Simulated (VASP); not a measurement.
# Pd (Fm-3m) in VASP: further runs

Pd is run at these levels: PBE; tasks: single point.

Everything below comes from runs of VASP 6.6.1. Logs are shortened: lines on timing, memory, paths and dates and some standing lists are left out, and cuts for length are marked.

### Step 1. The cell of the first run

It takes space group Fm-3m (No. 225, cubic). Conventional cell: a = 3.947 Å, b = 3.947 Å, c = 3.947 Å, α = 90.00°, β = 90.00°, γ = 90.00°. Within 3.7 Å of Pd (site symmetry m-3m) lie 12 Pd at 2.79 Å.

### Step 2. Single point, PBE

Input file INCAR:

```
SYSTEM = Pd
  PREC = Accurate
  ENCUT = 520
  EDIFF = 1E-6
  ISMEAR = 0
  SIGMA = 1.0
  LREAL = .FALSE.
  LASPH = .TRUE.
  NELM = 100
  ALGO = Normal
  ISIF = 2
  LWAVE = .FALSE.
  LCHARG = .TRUE.
  GGA = PE
  LELF = .TRUE.
  LVHAR = .TRUE.
  NBANDS = 11
```

Input file KPOINTS:

```
Automatic mesh
0
G
  14 14 14
  0 0 0
```

Input file POSCAR:

```
Pd
1.0
    0.0000000000      1.9734737307      1.9734737307
    1.9734737307      0.0000000000      1.9734737307
    1.9734737307      1.9734737307      0.0000000000
Pd
1
Direct
    0.0000000000      0.0000000000      0.0000000000
```

Potentials or basis: VASP PAW PBE potentials, release 64 (Pd).

Started as:

```bash
> cat potpaw_PBE.64/Pd/POTCAR > POTCAR
> mpirun -np 1 vasp_std > vasp.out
```

OUTCAR:

```text
SYSTEM = Pd
   PREC = Accurate
   ENCUT = 520
   EDIFF = 1E-6
   ISMEAR = 0
   LREAL = .FALSE.
   LASPH = .TRUE.
   NELM = 100
   ISIF = 2
   GGA = PE

 ion  position               nearest neighbor table
   1  0.000  0.000  0.000-

  LATTYP: Found a face centered cubic cell.
 ALAT       =     3.9469474614

  Lattice vectors:

 A1 = (   0.0000000000,   1.9734737307,   1.9734737307)
 A2 = (   1.9734737307,   0.0000000000,   1.9734737307)
 A3 = (   1.9734737307,   1.9734737307,   0.0000000000)

Analysis of symmetry for initial positions (statically):
=====================================================================
 Subroutine PRICEL returns:
 Original cell was already a primitive cell.

 Routine SETGRP: Setting up the symmetry group for a
 face centered cubic supercell.

 Subroutine GETGRP returns: Found 48 space group operations
 (whereof 48 operations were pure point group operations)
 out of a pool of 48 trial point group operations.

The static configuration has the point symmetry O_h .

Analysis of symmetry for dynamics (positions and initial velocities):
=====================================================================
 Subroutine PRICEL returns:
 Original cell was already a primitive cell.

 Routine SETGRP: Setting up the symmetry group for a
 face centered cubic supercell.

 Subroutine GETGRP returns: Found 48 space group operations
 (whereof 48 operations were pure point group operations)
 out of a pool of 48 trial point group operations.

The dynamic configuration has the point symmetry O_h .

 Subroutine INISYM returns: Found 48 space group operations
 (whereof 48 operations are pure point group operations),
 and found     1 'primitive' translations

----------------------------------------------------------------------------------------

                                     Primitive cell

  volume of cell :      15.3718

  direct lattice vectors                    reciprocal lattice vectors
     0.000000000  1.973473731  1.973473731    -0.253360352  0.253360352  0.253360352
     1.973473731  0.000000000  1.973473731     0.253360352 -0.253360352  0.253360352
     1.973473731  1.973473731  0.000000000     0.253360352  0.253360352 -0.253360352

  length of vectors
     2.790913315  2.790913315  2.790913315     0.438833003  0.438833003  0.438833003

  position of ions in fractional coordinates (direct lattice)
     0.000000000  0.000000000  0.000000000

  ion indices of the primitive-cell ions
   primitive index   ion index
                 1           1

----------------------------------------------------------------------------------------

 KPOINTS: Automatic mesh

Automatic generation of k-mesh.
 Grid dimensions read from file:
 generate k-points for:   14   14   14

 Generating k-lattice:

  Cartesian coordinates                     Fractional coordinates (reciprocal lattice)
    -0.018097168  0.018097168  0.018097168     0.071428571  0.000000000  0.000000000
     0.018097168 -0.018097168  0.018097168     0.000000000  0.071428571  0.000000000
     0.018097168  0.018097168 -0.018097168     0.000000000  0.000000000  0.071428571

  Length of vectors
     0.031345215  0.031345215  0.031345215

  Shift w.r.t. Gamma in fractional coordinates (k-lattice)
     0.000000000  0.000000000  0.000000000

 Subroutine IBZKPT returns following result:
 ===========================================

 Found    104 irreducible k-points:

 Following reciprocal coordinates:
            Coordinates               Weight
  0.000000  0.000000  0.000000      1.000000
  0.071429  0.000000  0.000000      8.000000
  0.142857  0.000000  0.000000      8.000000
  0.214286  0.000000  0.000000      8.000000
  0.285714  0.000000  0.000000      8.000000
  0.357143  0.000000  0.000000      8.000000
[... 16 lines left out ...]
  0.214286  0.142857  0.000000     24.000000
  0.285714  0.142857  0.000000     24.000000
 [... further k-points ...]
   k-points           NKPTS =    104   k-points in BZ     NKDIM =    104   number of bands    NBANDS=     11
   number of dos      NEDOS =    301   number of ions     NIONS =      1
   total plane-waves  NPLWV =  13824
   dimension x,y,z NGX =    24 NGY =   24 NGZ =   24
   dimension x,y,z NGXF=    48 NGYF=   48 NGZF=   48
   ions per type =               1
   NGX,Y,Z   is equivalent  to a cutoff of  14.30, 14.30, 14.30 a.u.
   NGXF,Y,Z  is equivalent  to a cutoff of  28.59, 28.59, 28.59 a.u.
 SYSTEM =  Pd
   PREC   = accura    normal or accurate (medium, high low for compatibility)
   ISTART =      0    job   : 0-new  1-cont  2-samecut
   ICHARG =      2    charge: 1-file 2-atom 10-const
   ISPIN  =      1    spin polarized calculation?
   LNONCOLLINEAR =      F non collinear calculations
   LSORBIT =      F    spin-orbit coupling
   LASPH  =      T    aspherical Exc in radial PAW
   ENCUT  =  520.0 eV  38.22 Ry    6.18 a.u.   5.19  5.19  5.19*2*pi/ulx,y,z
   NELM   =    100;   NELMIN=  2; NELMDL= -5     # of ELM steps
   EDIFF  = 0.1E-05   stopping-criterion for ELM
   LREAL  =      F    real-space projection
   EDIFFG = 0.1E-04   stopping-criterion for IOM
   NSW    =      0    number of steps for IOM
   IBRION =     -1    ionic relax: 0-MD 1-quasi-New 2-CG
   NFREE  =      0    steps in history (QN), initial steepest desc. (CG)
   ISIF   =      2    stress and relaxation
   ISYM   =      2    0-nonsym 1-usesym 2-fastsym
   POTIM  = 0.5000    time-step for ionic-motion
   TEBEG  =    0.0;   TEEND  =   0.0 temperature during run
   PSTRESS=    0.0 pullay stress
   NELECT =      10.0000    total number of electrons
   NUPDOWN=      -1.0000    fix difference up-down
   EMIN   =  10.00;   EMAX   =-10.00  energy-range for DOS
   EFERMI =   0.00;   METHOD = LEGACY
   ISMEAR =     0;   SIGMA  =   1.00  broadening in eV -4-tet -1-fermi 0-gaus
   EFERMI_NEDOS =   21; number of points for ismear=-14 and -15
   IALGO  =     38    algorithm
   IMIX   =      4    mixing-type and parameters
     AMIX     =   0.40;   BMIX     =  1.00
     AMIX_MAG =   1.60;   BMIX_MAG =  1.00
  volume/ion in A,a.u.               =      15.37       103.73
  Fermi-wavevector in a.u.,A,eV,Ry     =   1.418514  2.680602 27.377380  2.012181
  Thomas-Fermi vector in A             =   2.539631
   LORBIT       =      0    0 simple, 1 ext, 2 COOP (PROOUT), +10 PAW based schemes
   GGA     = PE    functional components
   LHFCALC =     F    Hartree Fock is set to
   AEXX    =    0.0000 exact exchange contribution
   IVDW    =     0    specifies the selected vdW correction
   LEPSILON=     F    determine dielectric tensor
   LRPA    =     F    only Hartree local field effects (RPA)
 non-spin polarized calculation
 Gauss-broadening in eV      SIGMA  =   1.00
  energy-cutoff  :      520.00
  volume of cell :       15.37
 maximum number of plane-waves:       428
 NGX is ok and might be reduce to    24
   NGX = 11   NGY = 11   NGZ = 11

 number of electron      10.0000000 magnetization

 Free energy of the ion-electron system (eV)
  ---------------------------------------------------
  ext. energy  EPLUGINS =         0.00000000
  ---------------------------------------------------
  free energy    TOTEN  =        -5.56454005 eV

  energy without entropy =       -5.02121345  energy(sigma->0) =       -5.29287675

 E-fermi :   9.3958     XC(G=0): -12.9348

 val. band max:        9.3499309532   @ k =  -0.2857   0.5000   0.2143
 cond. band min:       9.4201087054   @ k =   0.4286   0.0000   0.0000
 fundamental gap:      0.0701777522
 Fermi energy:         9.3958003712

 k-point     1 :       0.0000    0.0000    0.0000
  band No.  band energies     occupation
      1       2.2765      2.00000
      2       6.4313      1.99997
      3       6.4313      1.99997
      4       6.4313      1.99997
      5       7.9229      1.96275
      6       7.9229      1.96275
      7      26.2731      0.00000
      8      30.8033      0.00000
      9      30.8033      0.00000
     10      30.8033      0.00000
     11      35.3660      0.00000

 k-point     2 :       0.0714    0.0000    0.0000
  band No.  band energies     occupation
      1       2.4548      2.00000
      2       6.3716      1.99998
      3       6.4910      1.99996
      4       6.4910      1.99996
      5       7.8956      1.96613
      6       7.8956      1.96613
      7      26.4402      0.00000
      8      29.6385      0.00000
      9      30.9931      0.00000
     10      30.9931      0.00000
     11      35.4954      0.00000

 k-point     3 :       0.1429    0.0000    0.0000
  band No.  band energies     occupation
      1       2.9556      2.00000
      2       6.2455      1.99999
      3       6.6288      1.99991
      4       6.6288      1.99991
      5       7.8587      1.97028
      6       7.8587      1.97028
      7      26.5080      0.00000
      8      27.7505      0.00000
      9      31.5011      0.00000
     10      31.5011      0.00000
     11      35.3204      0.00000

 k-point     4 :       0.2143    0.0000    0.0000
  band No.  band energies     occupation
      1       3.6295      2.00000
      2       6.2437      1.99999
      3       6.7160      1.99985
      4       6.7160      1.99985
      5       7.9456      1.95972
      6       7.9456      1.95972
      7      24.5592      0.00000
      8      27.3858      0.00000
      9      32.0804      0.00000
     10      32.0804      0.00000
     11      34.4312      0.00000

 k-point     5 :       0.2857    0.0000    0.0000
  band No.  band energies     occupation
      1       4.1085      2.00000
      2       6.6585      1.99989
      3       6.6585      1.99989
      4       6.7633      1.99980
      5       8.2386      1.89826
      6       8.2386      1.89826
      7      21.9617      0.00000
      8      26.9486      0.00000
      9      31.9994      0.00000
     10      31.9994      0.00000
     11      34.8511      0.00000
[... 211 lines left out ...]
 k-point    21 :      -0.0714    0.0714    0.0000
  band No.  band energies     occupation
      1       2.7427      2.00000
      2       6.2578      1.99999
      3       6.5747      1.99993
      4       6.6139      1.99992
      5       7.7646      1.97893
      6       7.9609      1.95756
      7      26.6569      0.00000
      8      28.5934      0.00000
      9      30.4492      0.00000
     10      31.7165      0.00000
     11      35.6894      0.00000

 k-point    22 :       0.1429    0.1429    0.0000
  band No.  band energies     occupation
      1       3.1833      2.00000
      2       5.9692      2.00000
      3       6.8450      1.99969
      4       6.8450      1.99969
      5       7.4801      1.99326
      6       8.1155      1.92979
      7      27.1632      0.00000
      8      28.7357      0.00000
      9      29.6651      0.00000
     10      29.6651      0.00000
     11      35.4381      0.00000

 k-point    23 :       0.2143    0.1429    0.0000
  band No.  band energies     occupation
      1       3.7155      2.00000
      2       5.7737      2.00000
      3       6.9352      1.99950
      4       7.0350      1.99916
      5       7.5049      1.99251
      6       8.2299      1.90081
      7      26.6168      0.00000
      8      27.7287      0.00000
      9      29.0113      0.00000
     10      30.0279      0.00000
     11      34.9119      0.00000

 k-point    24 :       0.2857    0.1429    0.0000
  band No.  band energies     occupation
      1       4.3163      2.00000
      2       5.7199      2.00000
      3       6.7139      1.99985
      4       7.1073      1.99879
      5       8.0862      1.93597
      6       8.4580      1.81524
      7      24.1101      0.00000
      8      27.5069      0.00000
      9      28.4450      0.00000
     10      30.4036      0.00000
     11      34.5749      0.00000

 [... further k-points ...]
[... 5 lines left out ...]
  --------------------------------------------------------------------------------------
  -------------------------------------------------------------------------------------
  Total        0.1712470      0.1712470      0.1712470     -0.0000000     -0.0000000      0.0000000
  in kB       17.8488211     17.8488211     17.8488211     -0.0000000     -0.0000000      0.0000000
  external PRESSURE =      17.8488211 kB  Pullay stress =       0.0000000 kB

 VOLUME and BASIS-vectors are now :
 -----------------------------------------------------------------------------
  energy-cutoff  :      520.00
  volume of cell :       15.37
      direct lattice vectors                 reciprocal lattice vectors
     0.000000000  1.973473731  1.973473731    -0.253360352  0.253360352  0.253360352
     1.973473731  0.000000000  1.973473731     0.253360352 -0.253360352  0.253360352
     1.973473731  1.973473731  0.000000000     0.253360352  0.253360352 -0.253360352

 POSITION                                       TOTAL-FORCE (eV/Angst)
 -----------------------------------------------------------------------------------
      0.00000      0.00000      0.00000         0.000000      0.000000     -0.000000
 -----------------------------------------------------------------------------------
    total drift:                               -0.000000      0.000000     -0.000000

  FREE ENERGIE OF THE ION-ELECTRON SYSTEM (eV)
  ---------------------------------------------------
  free  energy   TOTEN  =        -5.5645400493 eV

  energy  without entropy=       -5.0212134468  energy(sigma->0) =       -5.29287675
```

Wall time 9.5 s (1 thread of Intel Xeon 6975P-C, shared host); peak memory 0.15 GiB.

Results:

| Quantity | Value |
| --- | --- |
| Free energy | -5.5645 eV |
| Pressure | 1.8 GPa |
| Band gap on the k mesh | zero (band 5 reaches 9.35 eV, above the bottom of band 6 at 7.86 eV) |

### Step 3. Single point, PBE

Input file INCAR:

```
SYSTEM = Pd
PREC     = Accurate       ! precision mode
ENCUT    = 520            ! plane-wave cutoff, eV
EDIFF    = 1E-7           ! SCF threshold, eV
ISMEAR   = 1              ! smearing method
SIGMA    = 0.01           ! smearing width, eV
LREAL    = .False.        ! projectors in reciprocal space
LASPH    = .True.         ! aspherical terms in the spheres
NELM     = 80             ! most SCF steps
ALGO     = Normal         ! electronic algorithm
ISIF     = 2              ! what is computed and relaxed
LWAVE    = .False.        ! write WAVECAR
LCHARG   = .False.        ! write CHGCAR
GGA      = PE             ! functional
NBANDS   = 11             ! bands
```

Input file KPOINTS:

```
regular mesh
0
Gamma
  14 14 14
  0 0 0
```

POSCAR is that of step 2.

Potentials or basis: VASP PAW PBE potentials, release 64 (Pd).

Started as:

```bash
> cat potpaw_PBE.64/Pd/POTCAR > POTCAR
> mpirun -np 1 vasp_std > vasp.out
```

OUTCAR:

```text
SYSTEM = Pd
   PREC = Accurate
   ENCUT = 520
   EDIFF = 1E-7
   ISMEAR = 1
   LREAL = .False.
   LASPH = .True.
   NELM = 80
   ISIF = 2
   GGA = PE

 ion  position               nearest neighbor table
   1  0.000  0.000  0.000-

  LATTYP: Found a face centered cubic cell.
 ALAT       =     3.9469474614

  Lattice vectors:

 A1 = (   0.0000000000,   1.9734737307,   1.9734737307)
 A2 = (   1.9734737307,   0.0000000000,   1.9734737307)
 A3 = (   1.9734737307,   1.9734737307,   0.0000000000)

Analysis of symmetry for initial positions (statically):
[... 507 lines left out ...]
      5       8.1052      2.00000
      6       8.4853      2.00000
      7      24.1170      0.00000
      8      27.5088      0.00000
      9      28.4507      0.00000
     10      30.4060      0.00000
     11      34.5908      0.00000

 [... further k-points ...]
[... 5 lines left out ...]
  --------------------------------------------------------------------------------------
  -------------------------------------------------------------------------------------
  Total       -0.0721524     -0.0721524     -0.0721524      0.0000000      0.0000000     -0.0000000
  in kB       -7.5203381     -7.5203381     -7.5203381      0.0000000      0.0000000     -0.0000000
  external PRESSURE =      -7.5203381 kB  Pullay stress =       0.0000000 kB

 VOLUME and BASIS-vectors are now :
 -----------------------------------------------------------------------------
  energy-cutoff  :      520.00
  volume of cell :       15.37
      direct lattice vectors                 reciprocal lattice vectors
     0.000000000  1.973473731  1.973473731    -0.253360352  0.253360352  0.253360352
     1.973473731  0.000000000  1.973473731     0.253360352 -0.253360352  0.253360352
     1.973473731  1.973473731  0.000000000     0.253360352  0.253360352 -0.253360352

 POSITION                                       TOTAL-FORCE (eV/Angst)
 -----------------------------------------------------------------------------------
      0.00000      0.00000      0.00000         0.000000     -0.000000      0.000000
 -----------------------------------------------------------------------------------
    total drift:                                0.000000      0.000000     -0.000000

  FREE ENERGIE OF THE ION-ELECTRON SYSTEM (eV)
  ---------------------------------------------------
  free  energy   TOTEN  =        -5.2058953577 eV

  energy  without entropy=       -5.2059491128  energy(sigma->0) =       -5.20591328
```

It took 11 s on 1 thread of Intel Xeon 6975P-C, shared host; peak memory 0.15 GiB.

What came out:

```yaml
Free_energy: -5.2059 eV
Pressure: -0.8 GPa
Band_gap_on_the_k_mesh: zero (band 5 reaches 9.37 eV, above the bottom of band 6 at 7.89 eV)
```

Levels at points of the mesh, in eV from the Fermi level:
```tsv
k point	band 1	band 2	band 3	band 4	band 5	band 6	band 7	band 8	band 9	band 10
(0.00, 0.00, 0.00)	-6.82	-2.65	-2.65	-2.65	-1.14	-1.14	17.17	21.71	21.71	21.71
(0.50, 0.00, 0.00)	-4.98	-2.69	-2.69	-0.02	-0.02	1.11	7.00	16.52	20.70	20.70
(0.50, 0.50, 0.00)	-5.04	-4.78	-0.05	0.27	0.27	3.36	10.36	12.99	12.99	20.98
```
